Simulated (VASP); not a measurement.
Input of a VASP 6.6.1 run:

File INCAR:

```
SYSTEM = Cd
ALGO = Fast
EDIFF = 1E-6
ENCUT = 520
GGA = PE
ISIF = 2
ISMEAR = 0
LASPH = .True.
LCHARG = .True.
LELF = .True.
LREAL = .False.
LVHAR = .True.
LWAVE = .False.
NBANDS = 12
NELM = 100
PREC = Accurate
SIGMA = 0.1
```

Contents of KPOINTS:

```
k-points
0
Gamma
  21 21 21
  0 0 0
```

The input POSCAR:

```
Cd
1.0
    1.6596561715      0.9582029374      2.4138500229
   -1.6596561715      0.9582029374      2.4138500229
    0.0000000000     -1.9164058747      2.4138500229
Cd
1
Direct
    0.0000000000      0.0000000000      0.0000000000
```

Potentials or basis: VASP PAW PBE potentials, release 64 (Cd).

Run with:

```sh
$ cat potpaw_PBE.64/Cd/POTCAR > POTCAR
$ mpirun -np 1 vasp_std > vasp.out
```

Problem. Predict the band gap on the k mesh.

Solution. Zero (bands 6 and 7 overlap by 3.26 eV).

Problem. Estimate the pressure.

Solution. 0.3 GPa.

Stress tensor (GPa, compression positive):
```
0.26 0.00 0.00
0.00 0.26 0.00
0.00 0.00 0.35
```
